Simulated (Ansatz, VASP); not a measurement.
# Sn2Ge3 in VASP and in Ansatz

```
Sn Ge
1.0
     8.05506    0.00000    0.00000
    -4.02753    6.97589    0.00000
     0.00000    0.00000    6.11224
Sn Ge
4 6
Cartesian
  0.0000 4.6506 1.5050
  4.0275 2.3253 1.5050
  4.0275 2.3253 4.6072
  0.0000 4.6506 4.6072
  2.6671 0.0000 3.0561
  -1.3335 2.3098 3.0561
  2.6940 4.6661 3.0561
  5.3880 0.0000 3.0561
  -2.6940 4.6661 3.0561
  1.3335 2.3098 3.0561
```

Alike in both runs: functional PBE; k mesh 3 × 3 × 4; occupations gaussian, width 0.1 eV; no spin polarisation.

Ansatz relaxed the structure, and its values are those at the end. VASP's run is a single point on that final structure, the one shown.

|  | VASP | Ansatz |
| --- | --- | --- |
| version | VASP 6.6.1 | Ansatz 0.2.0 |
| potentials or method | VASP PAW PBE potentials, release 64 (Sn_d, Ge_d), cutoff 520 eV | scalar-relativistic, plane waves, PAW |
| valence electrons in the cell | 140 | 140 |

VASP gave:

```
gap on the k mesh at the Fermi level (eV) : none
pressure (GPa)                            : 0.1
rms of the force components (eV/Å)        : 0.011
```

Problem. Estimate Ansatz's values.

Solution. gap on the k mesh at the Fermi level (eV): none; pressure (GPa): 0.1; rms of the force components (eV/Å): 0.013.

A gap of «none» marks a metal or a gap that the smearing closes.
